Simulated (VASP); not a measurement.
Set up this calculation in VASP 6.6.1, as the native input.

```yaml
Task: electric field gradients
Functional: PBE
Potentials_or_basis: VASP PAW PBE potentials, release 64 (C)
Cutoff: 520 eV
k_mesh: 16 × 16 × 9
Occupations: fermi-dirac, width 0.05 eV
Spin: no spin polarisation
Dipole_correction: no
Further_INCAR_settings: ALGO = Normal; EDIFF = 1e-08; NBANDS = 11
```

The structure of C lies in POSCAR:

```
C
1.0
    2.1003865828      0.0000000000      0.0000000000
   -1.0501932914      1.8189881384      0.0000000000
    0.0000000000      0.0000000000      3.4026262641
C
2
Direct
    0.2933333333      0.6466666667      0.2200000000
    0.7066666667      0.3533333333      0.7800000000
```

This cell differs from its parent crystal: shortest bond scaled by 0.88.

One way to write it, as run:

INCAR

```
ALGO     = Normal         # electronic algorithm
EDIFF    = 1E-8           # SCF threshold, eV
ENCUT    = 520            # plane-wave cutoff, eV
GGA      = PE             # functional
ISIF     = 2              # what is computed and relaxed
ISMEAR   = -1             # smearing method
LASPH    = T              # aspherical terms in the spheres
LCHARG   = F              # write CHGCAR
LEFG     = T            
LREAL    = F              # projectors in reciprocal space
LWAVE    = F              # write WAVECAR
NBANDS   = 11             # bands
NELM     = 100            # most SCF steps
PREC     = Accurate       # precision mode
SIGMA    = 0.05           # smearing width, eV
```

KPOINTS

```
k-points
0
Gamma
  16 16 9
```

Potentials or basis: VASP PAW PBE potentials, release 64 (C).

Launch:

```bash
$ cat potpaw_PBE.64/C/POTCAR > POTCAR
$ mpirun -np 1 vasp_std > vasp.out
```

It gave:

| Quantity | Value |
| --- | --- |
| Pressure | 13.7 GPa |
| Largest force | 1.656 eV/Å |
| Band gap on the k mesh | zero (band 4 reaches 15.52 eV, above the bottom of band 5 at 4.97 eV) |

Caveat: the cell differs from its parent crystal (shortest bond scaled by 0.88); without QUAD_EFG the Cq values of the log hold for a quadrupole moment of 1 mb, not for the nuclei; forces of over 1 eV/Å act on the atoms, so gaps and moduli don't describe the material at rest.

Run time: 38 s on 1 thread of AMD EPYC 9R45 96-Core Processor (Zen 5), with other jobs on the host, peak memory 0.14 GiB.
